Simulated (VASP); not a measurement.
GaN:

```
Ga N
1.0
     0.00000    2.24895    2.24895
     2.24895    0.00000    2.24895
     2.24895    2.24895    0.00000
Ga N
1 1
Direct
  0.00000 0.00000 0.00000
  0.25000 0.25000 0.25000
```

Base run:

```yaml
Program: VASP 6.6.1
Functional: PBE
Potentials_or_basis: VASP PAW PBE potentials, release 64 (Ga_d, N)
Cutoff: 520 eV
k_mesh: 6 × 6 × 6
Occupations: gaussian, width 0.01 eV
Spin: no spin polarisation
```

Its results: band gap on the k mesh 1.76 eV; pressure 6.2 GPa.

**Question.** After a change of settings the same cell gave: band gap on the k mesh 3.75 eV; pressure -0.2 GPa. Which change was it?
A. functional from PBE to PBE0
B. functional from PBE to HSE06; further incar settings from ALGO = Normal; EDIFF = 1e-06; NBANDS = 16 to ALGO = Normal; EDIFF = 1e-07; NBANDS = 16
C. functional from PBE to r2SCAN; further incar settings from ALGO = Normal; EDIFF = 1e-06; NBANDS = 16 to ALGO = Normal; EDIFF = 1e-07; NBANDS = 16
D. k mesh from 6 × 6 × 6 to 10 × 10 × 10; further incar settings from ALGO = Normal; EDIFF = 1e-06; NBANDS = 16 to ALGO = Normal; EDIFF = 1e-07; NBANDS = 16

**Answer.** A.

Caveats: the structure was generated, so it needn't be the stable form of GaN; the cell stands under pressure (at least some runs); the PAW data sets were made with another functional, which shifts forces and pressure a little (at least some runs).
